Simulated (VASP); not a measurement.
Set up this calculation in VASP 6.6.1, as the native input.

```yaml
Task: single point
Functional: PBE
Potentials_or_basis: VASP PAW PBE potentials, release 64 (Hf_pv)
Cutoff: 520 eV
k_mesh: 15 × 15 × 8
Occupations: gaussian, width 0.1 eV
Spin: no spin polarisation
Dipole_correction: no
Further_INCAR_settings: ALGO = Normal; EDIFF = 1e-07; NBANDS = 17
```

The structure of Hf lies in POSCAR:

```
Hf
1.0
    3.2047644779      0.0000000000      0.0000000000
   -1.6023822389      2.7754074511      0.0000000000
    0.0000000000      0.0000000000      5.0675773734
Hf
2
Direct
    0.3333333333      0.6666666667      0.7500000000
    0.6666666667      0.3333333333      0.2500000000
```

These files were run (other wordings do the same):

INCAR

```
PREC = Accurate
ENCUT = 520
EDIFF = 1E-7
ISMEAR = 0
SIGMA = 0.1
LREAL = F
LASPH = T
NELM = 100
ALGO = Normal
ISIF = 2
LWAVE = F
LCHARG = F
GGA = PE
NBANDS = 17
```

KPOINTS

```
Automatic mesh
0
Gamma
  15 15 8
```

Potentials or basis: VASP PAW PBE potentials, release 64 (Hf_pv).

The run is started by

```console
$ cat potpaw_PBE.64/Hf_pv/POTCAR > POTCAR
$ mpirun -np 1 vasp_std > vasp.out
```

It gave:

* Pressure: -0.4 GPa
* Band gap on the k mesh: zero (bands 10 and 11 overlap by 1.61 eV)

Caveat: spin-orbit coupling is left out, which moves the levels of the heavy elements.

Wall time 41 s on 1 thread of AMD EPYC 9R45 96-Core Processor (Zen 5), on a shared host, peak memory 0.19 GiB.
